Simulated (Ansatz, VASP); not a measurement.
One calculation of Ti2SiGe2, two programs

```
Ti Si Ge
1.0
     4.60289    0.00000    0.00000
    -2.30145    3.98622    0.00000
     0.00000    0.00000    6.87097
Ti Si Ge
2 1 2
Direct
  0.00000 0.00000 0.85654
  0.00000 0.00000 0.14346
  0.00000 0.00000 0.50000
  0.33333 0.66667 0.50000
  0.66667 0.33333 0.50000
```

Alike in both runs: functional PBE; k mesh 12 × 12 × 6; occupations gaussian, width 0.1 eV; no spin polarisation.

Ansatz relaxed the structure, and its values are those at the end. VASP's run is a single point on that final structure, the one shown.

|  | VASP | Ansatz |
| --- | --- | --- |
| version | VASP 6.6.1 | Ansatz 0.2.0 |
| potentials or method | VASP PAW PBE potentials, release 64 (Ti_sv, Si, Ge_d), cutoff 520 eV | scalar-relativistic, plane waves, PAW |
| valence electrons in the cell | 56 | 56 |

Ansatz gave:

```
gap on the k mesh at the Fermi level (eV) : none
pressure (GPa)                            : 0.0
rms of the force components (eV/Å)        : 0.001
```

Task: Estimate VASP's values.

Result: gap on the k mesh at the Fermi level (eV): none; pressure (GPa): 0.4; rms of the force components (eV/Å): 0.204.

A gap of «none» marks a metal or a gap that the smearing closes. One of these differences is far larger than is usual between the two programs; its cause wasn't traced.
